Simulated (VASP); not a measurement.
# AlC18 in VASP: single point with PBE

Aim: the single point of AlC18 with PBE.

Everything below comes from runs of VASP 6.6.1. Logs are shortened: lines on timing, memory, paths and dates and some standing lists are left out, and cuts for length are marked.

### 1 The cell of the first run

The cell holds a slab with vacuum, 19 atoms: a = 7.398 Å, b = 7.398 Å, c = 11.000 Å, α = 90.00°, β = 90.00°, γ = 120.00°.

### 2 Single point, PBE, collinear spin, zero start

The input, INCAR:

```
  PREC = Accurate
  ENCUT = 520
  EDIFF = 1E-6
  ISMEAR = 0
  SIGMA = 0.05
  LREAL = Auto
  LASPH = T
  NELM = 150
  ALGO = Normal
  ISIF = 2
  LWAVE = F
  LCHARG = F
  ISPIN = 2
  MAGMOM = 0 0 0 0 0 0 0 0 0 0 0 0 0 0 0 0 0 0 0
  LORBIT = 11
  GGA = PE
  NBANDS = 56
```

The input, KPOINTS:

```
Automatic mesh
0
Gamma
  2 2 1
```

The input, POSCAR:

```
AlC18
1.0
    7.3980000000      0.0000000000      0.0000000000
   -3.6990000000      6.4068560000      0.0000000000
    0.0000000000      0.0000000000     11.0000000000
C Al
18 1
Direct
    0.0000930635      0.0012026179      0.0877463636
    0.2219913581      0.1111262685      0.0884831818
   -0.0004541272      0.3331723079      0.0884658182
    0.2213597265      0.4440792801      0.0881021818
    0.0000932708      0.6656893803      0.0877463636
    0.2219915600      0.7776641148      0.0884830909
    0.3326990566     -0.0002509811      0.0881256364
    0.5545166074      0.1106577079      0.0884862727
    0.3320590429      0.3326979723      0.0884702727
    0.5539685164      0.4426250567      0.0877246364
    0.3320592465      0.6661601260      0.0884703636
    0.5539687161      0.7781423525      0.0877245455
    0.6659001344      0.0002536345      0.0882226364
    0.8881741282      0.1113858342      0.0882108182
    0.6659001956      0.3324454303      0.0882223636
    0.8881740057      0.4435869949      0.0882105455
    0.6648567352      0.6658278257      0.0850780909
    0.8892191035      0.7780089017      0.0851714545
    0.7757647086      0.7212782682      0.2843102727
```

Potentials or basis: VASP PAW PBE potentials, release 64 (C, Al).

Run with:

```sh
$ cat potpaw_PBE.64/C/POTCAR potpaw_PBE.64/Al/POTCAR > POTCAR
$ mpirun -np 1 vasp_std > vasp.out
```

OUTCAR:

```text
PREC = Accurate
   ENCUT = 520
   EDIFF = 1E-6
   ISMEAR = 0
   LREAL = Auto
   LASPH = T
   NELM = 150
   ISIF = 2
   ISPIN = 2
   LORBIT = 11
   GGA = PE

 ion  position               nearest neighbor table
   1  0.000  0.001  0.088-   2 1.42  14 1.42  18 1.43
   2  0.222  0.111  0.088-   9 1.42   1 1.42   7 1.42
   3  1.000  0.333  0.088-  14 1.42  16 1.42   4 1.42
   4  0.221  0.444  0.088-   3 1.42   9 1.42  11 1.42
   5  0.000  0.666  0.088-   6 1.42  16 1.42  18 1.43
   6  0.222  0.778  0.088-  11 1.42   5 1.42   7 1.42
[... 8 lines left out ...]
  15  0.666  0.332  0.088-   8 1.42  10 1.42  16 1.42
  16  0.888  0.444  0.088-   3 1.42   5 1.42  15 1.42
  17  0.665  0.666  0.085-  12 1.43  10 1.43  18 1.44  19 2.30
  18  0.889  0.778  0.085-   5 1.43   1 1.43  17 1.44  19 2.31
  19  0.776  0.721  0.284-  17 2.30  18 2.31

  LATTYP: Found a hexagonal cell.
 ALAT       =     7.3980000000
 C/A-ratio  =     1.4868883482

  Lattice vectors:

 A1 = (   7.3980000000,   0.0000000000,   0.0000000000)
 A2 = (  -3.6990000000,   6.4068560000,   0.0000000000)
 A3 = (   0.0000000000,   0.0000000000,  11.0000000000)

Analysis of symmetry for initial positions (statically):
=====================================================================
 Subroutine PRICEL returns:
 Original cell was already a primitive cell.

 Routine SETGRP: Setting up the symmetry group for a
 hexagonal supercell.

 Subroutine GETGRP returns: Found  2 space group operations
 (whereof  1 operations were pure point group operations)
 out of a pool of 24 trial point group operations.

The static configuration has the point symmetry C_1 .
 The point group associated with its full space group is C_1h.

Analysis of symmetry for dynamics (positions and initial velocities):
=====================================================================
 Subroutine PRICEL returns:
 Original cell was already a primitive cell.

 Routine SETGRP: Setting up the symmetry group for a
 hexagonal supercell.

 Subroutine GETGRP returns: Found  2 space group operations
 (whereof  1 operations were pure point group operations)
 out of a pool of 24 trial point group operations.

The dynamic configuration has the point symmetry C_1 .
 The point group associated with its full space group is C_1h.

Analysis of structural, dynamic, and magnetic symmetry:
=====================================================================
 Subroutine PRICEL returns:
 Original cell was already a primitive cell.

 Routine SETGRP: Setting up the symmetry group for a
 hexagonal supercell.

 Subroutine GETGRP returns: Found  2 space group operations
 (whereof  1 operations were pure point group operations)
 out of a pool of 24 trial point group operations.

The overall configuration has the point symmetry C_1 .
 The point group associated with its full space group is C_1h.

 Subroutine INISYM returns: Found  2 space group operations
 (whereof  1 operations are pure point group operations),
 and found     1 'primitive' translations

----------------------------------------------------------------------------------------

                                     Primitive cell

  volume of cell :     521.3771

  direct lattice vectors                    reciprocal lattice vectors
     7.398000000  0.000000000  0.000000000     0.135171668  0.078041398  0.000000000
    -3.699000000  6.406856000  0.000000000     0.000000000  0.156082796  0.000000000
     0.000000000  0.000000000 11.000000000     0.000000000  0.000000000  0.090909091

  length of vectors
     7.398000000  7.398000054 11.000000000     0.156082797  0.156082796  0.090909091

  position of ions in fractional coordinates (direct lattice)
     0.000093064  0.001202618  0.087746364
     0.221991358  0.111126269  0.088483182
[... 67 lines left out ...]
            Coordinates               Weight
  0.000000  0.000000  0.000000      1.000000
  0.500000 -0.000000  0.000000      1.000000
  0.000000  0.500000  0.000000      2.000000
   k-points           NKPTS =      3   k-points in BZ     NKDIM =      3   number of bands    NBANDS=     56
   number of dos      NEDOS =    301   number of ions     NIONS =     19
   total plane-waves  NPLWV = 263424
   dimension x,y,z NGX =    56 NGY =   56 NGZ =   84
   dimension x,y,z NGXF=   112 NGYF=  112 NGZF=  168
   ions per type =              18   1
   NGX,Y,Z   is equivalent  to a cutoff of  12.58, 12.58, 12.70 a.u.
   NGXF,Y,Z  is equivalent  to a cutoff of  25.17, 25.17, 25.39 a.u.
 SYSTEM =  unknown system
   PREC   = accura    normal or accurate (medium, high low for compatibility)
   ISTART =      0    job   : 0-new  1-cont  2-samecut
   ICHARG =      2    charge: 1-file 2-atom 10-const
   ISPIN  =      2    spin polarized calculation?
   LNONCOLLINEAR =      F non collinear calculations
   LSORBIT =      F    spin-orbit coupling
   LASPH  =      T    aspherical Exc in radial PAW
   ENCUT  =  520.0 eV  38.22 Ry    6.18 a.u.  13.76 13.76 20.45*2*pi/ulx,y,z
   NELM   =    150;   NELMIN=  2; NELMDL= -5     # of ELM steps
   EDIFF  = 0.1E-05   stopping-criterion for ELM
   LREAL  =      T    real-space projection
   EDIFFG = 0.1E-04   stopping-criterion for IOM
   NSW    =      0    number of steps for IOM
   IBRION =     -1    ionic relax: 0-MD 1-quasi-New 2-CG
   NFREE  =      0    steps in history (QN), initial steepest desc. (CG)
   ISIF   =      2    stress and relaxation
   ISYM   =      2    0-nonsym 1-usesym 2-fastsym
   POTIM  = 0.5000    time-step for ionic-motion
   TEBEG  =    0.0;   TEEND  =   0.0 temperature during run
   PSTRESS=    0.0 pullay stress
   NELECT =      75.0000    total number of electrons
   NUPDOWN=      -1.0000    fix difference up-down
   EMIN   =  10.00;   EMAX   =-10.00  energy-range for DOS
   EFERMI =   0.00;   METHOD = LEGACY
   ISMEAR =     0;   SIGMA  =   0.05  broadening in eV -4-tet -1-fermi 0-gaus
   EFERMI_NEDOS =   21; number of points for ismear=-14 and -15
   IALGO  =     38    algorithm
   IMIX   =      4    mixing-type and parameters
     AMIX     =   0.40;   BMIX     =  1.00
     AMIX_MAG =   1.60;   BMIX_MAG =  1.00
  volume/ion in A,a.u.               =      27.44       185.18
  Fermi-wavevector in a.u.,A,eV,Ry     =   0.857784  1.620977 10.011076  0.735793
  Thomas-Fermi vector in A             =   1.974890
   LORBIT       =     11    0 simple, 1 ext, 2 COOP (PROOUT), +10 PAW based schemes
   GGA     = PE    functional components
   LHFCALC =     F    Hartree Fock is set to
   AEXX    =    0.0000 exact exchange contribution
   IVDW    =     0    specifies the selected vdW correction
   LEPSILON=     F    determine dielectric tensor
   LRPA    =     F    only Hartree local field effects (RPA)
 spin polarized calculation
 Gauss-broadening in eV      SIGMA  =   0.05
  energy-cutoff  :      520.00
  volume of cell :      521.38
 maximum number of plane-waves:     14099
 NGX is ok and might be reduce to    56
   NGX = 27   NGY = 27   NGZ = 41

 number of electron      74.9999998 magnetization      -0.0000000

 number of electron      74.9999998 magnetization       0.0000000

 Free energy of the ion-electron system (eV)
  ---------------------------------------------------
  ext. energy  EPLUGINS =         0.00000000
  ---------------------------------------------------
  free energy    TOTEN  =      -167.41026088 eV

  energy without entropy =     -167.41026088  energy(sigma->0) =     -167.41026088

 E-fermi :  -0.6537     XC(G=0):  -4.4990

 val. band max:       -0.9281659480   @ k =   0.0000   0.0000   0.0000
 cond. band min:       0.0765525756   @ k =   0.0000   0.5000   0.0000
 fundamental gap:      1.0047185235
 Fermi energy:        -0.6537107985

 spin component 1

 k-point     1 :       0.0000    0.0000    0.0000
  band No.  band energies     occupation
      1     -20.4553      1.00000
      2     -18.1122      1.00000
      3     -17.8881      1.00000
      4     -17.8498      1.00000
      5     -17.7615      1.00000
      6     -17.7282      1.00000
[... 145 lines left out ...]
     48       4.0710      0.00000
     49       4.3443      0.00000
 Fermi energy:        -0.6537107985

 spin component 2

 k-point     1 :       0.0000    0.0000    0.0000
  band No.  band energies     occupation
      1     -20.4553      1.00000
      2     -18.1122      1.00000
      3     -17.8881      1.00000
      4     -17.8498      1.00000
      5     -17.7615      1.00000
      6     -17.7282      1.00000
[... 145 lines left out ...]
     48       4.0709      0.00000
     49       4.3444      0.00000
 [bands above 49 left out]

------------------------ aborting loop because EDIFF is reached ----------------------------------------

  FORCE on cell =-STRESS in cart. coord.  units (eV):
  Direction    XX          YY          ZZ          XY          YZ          ZX
  --------------------------------------------------------------------------------------
  -------------------------------------------------------------------------------------
  Total        4.8710725      5.0430098     -0.0995823     -0.1489020      0.0002185      0.0003784
  in kB       14.9686695     15.4970282     -0.3060137     -0.4575718      0.0006714      0.0011629
  external PRESSURE =      10.0532280 kB  Pullay stress =       0.0000000 kB

 VOLUME and BASIS-vectors are now :
 -----------------------------------------------------------------------------
  energy-cutoff  :      520.00
  volume of cell :      521.38
      direct lattice vectors                 reciprocal lattice vectors
     7.398000000  0.000000000  0.000000000     0.135171668  0.078041398  0.000000000
    -3.699000000  6.406856000  0.000000000     0.000000000  0.156082796  0.000000000
     0.000000000  0.000000000 11.000000000     0.000000000  0.000000000  0.090909091

 POSITION                                       TOTAL-FORCE (eV/Angst)
 -----------------------------------------------------------------------------------
     -0.00376      0.00770      0.96521         0.000835      0.001488      0.006254
      1.23124      0.71197      0.97331         0.000189      0.008654     -0.005860
      6.16224      2.13459      0.97312         0.004734      0.002733      0.000264
     -0.00503      2.84515      0.96912         0.005213      0.003009      0.008853
     -2.46170      4.26498      0.96521         0.001706     -0.000020      0.006254
     -1.23429      4.98238      0.97331         0.007589     -0.004164     -0.005860
[... 11 lines left out ...]
      3.70059      4.98459      0.93689        -0.001546     -0.000892      0.003269
      3.07110      4.62113      3.12741         0.002153      0.001243     -0.001113
 -----------------------------------------------------------------------------------
    total drift:                                0.044726     -0.076582      0.021970

  FREE ENERGIE OF THE ION-ELECTRON SYSTEM (eV)
  ---------------------------------------------------
  free  energy   TOTEN  =      -167.4102608833 eV

  energy  without entropy=     -167.4102608833  energy(sigma->0) =     -167.41026088

 total charge

# of ion       s       p       d       tot
------------------------------------------
    1        0.861   1.790   0.000   2.651
    2        0.861   1.798   0.000   2.659
    3        0.861   1.800   0.000   2.661
    4        0.862   1.791   0.000   2.653
    5        0.861   1.790   0.000   2.651
    6        0.861   1.798   0.000   2.659
[... 11 lines left out ...]
   18        0.859   1.796   0.000   2.655
   19        0.624   0.129   0.000   0.752
--------------------------------------------------
tot         16.121  32.428   0.000  48.550

 magnetization (x)

# of ion       s       p       d       tot
------------------------------------------
    1        0.000   0.000   0.000   0.000
    2        0.000   0.000   0.000   0.000
    3        0.000  -0.000   0.000  -0.000
    4        0.000   0.000   0.000   0.000
    5        0.000   0.000   0.000   0.000
    6        0.000   0.000   0.000   0.000
[... 11 lines left out ...]
   18        0.000   0.000   0.000   0.000
   19       -0.000   0.000   0.000  -0.000
--------------------------------------------------
tot         -0.000   0.000   0.000   0.000
```

Run time: 3.3 min. Hardware: 1 thread of AMD EPYC 9R45 (Zen 5), shared host; peak memory 0.75 GiB.

What came out:

```yaml
Free_energy: -167.4103 eV
Largest_force: 0.011 eV/Å
Net_moment: 0.00 μB per cell
Valence_electrons_inside_the_program's_atomic_spheres: C 2.65, 2.66 (each value once); Al 0.75
```

Forces in eV/Å, atoms in the order of the input:
```
C    0.001  0.001  0.006
C    0.000  0.009 -0.006
C    0.005  0.003  0.000
C    0.005  0.003  0.009
C    0.002  0.000  0.006
C    0.008 -0.004 -0.006
C   -0.003 -0.002  0.003
C   -0.004 -0.002  0.003
C    0.001 -0.003 -0.003
C   -0.008  0.002  0.004
C   -0.002  0.002 -0.003
C   -0.002 -0.008  0.004
C   -0.005 -0.001 -0.004
C    0.002  0.004 -0.005
C   -0.004 -0.004 -0.004
C    0.004  0.000 -0.005
C   -0.001  0.000 -0.003
C   -0.002 -0.001  0.003
Al   0.002  0.001 -0.001
```

Caveat: the k points lie up to 0.49 Å⁻¹ apart; there is no dipole correction, which matters where the two faces differ; no moment was typed at the start, so none could form.
